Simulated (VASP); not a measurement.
Wanted: the native input for a VASP 6.6.1 run.

- Task: relaxation of cell and atoms
- Functional: PBE
- Potentials or basis: VASP PAW PBE potentials, release 64 (C)
- Cutoff: 600 eV
- k mesh: 18 × 18 × 6
- Occupations: gaussian, width 0.1 eV
- Spin: no spin polarisation
- Dipole correction: no
- Further INCAR settings: ALGO = Normal; EDIFF = 1e-06; IBRION = 2; EDIFFG = -0.01; NSW = 80; ISIF = 3

The structure of C lies in POSCAR:

```
C
1.0
    1.2280479700     -2.1270618200      0.0000000000
    1.2280479700      2.1270618200      0.0000000000
    0.0000000000      0.0000000000      7.1732677600
C
4
Direct
    0.0833794600      0.9166205400      0.7531376000
    0.5833794600      0.4166205400      0.2468624000
    0.9166205400      0.0833794600      0.2468624000
    0.4166205400      0.5833794600      0.7531376000
```

These files were run (other wordings do the same):

INCAR

```
SYSTEM = C
PREC = Accurate
ENCUT = 600
EDIFF = 1E-6
ISMEAR = 0
SIGMA = 0.1
LREAL = .False.
LASPH = .True.
NELM = 80
ALGO = Normal
ISIF = 3
LWAVE = .False.
LCHARG = .False.
GGA = PE
IBRION = 2
NSW = 80
EDIFFG = -0.01
```

KPOINTS

```
Automatic mesh
0
Gamma
  18 18 6
  0 0 0
```

Potentials or basis: VASP PAW PBE potentials, release 64 (C).

Launch:

```console
$ cat potpaw_PBE.64/C/POTCAR > POTCAR
$ mpirun -np 1 vasp_std > vasp.out
```

Results of the run:

```json
{
  "Relaxed volume": "10.82 Å³/atom",
  "Relaxed cell": "a = 2.467 Å, b = 2.467 Å, c = 8.208 Å, α = 90.00°, β = 90.00°, γ = 120.00°",
  "Space group after relaxing (to 0.05 Å)": "Fmmm (No. 69)",
  "Energy gained by relaxing": "5.6 meV/atom",
  "Ionic steps": "23",
  "Pressure after relaxing": "0.0 GPa",
  "Largest force after relaxing": "0.004 eV/Å"
}
```

Caveat: the volume moved by over 15 % at a fixed basis, so the end points are rough; this functional lacks dispersion, which binds the layers, so the pressure and a relaxed spacing across them are unreliable.

Run time: 13 min on 1 thread of Intel(R) Xeon(R) 6975P-C (Granite Rapids), on a shared host, peak memory 0.3 GiB.
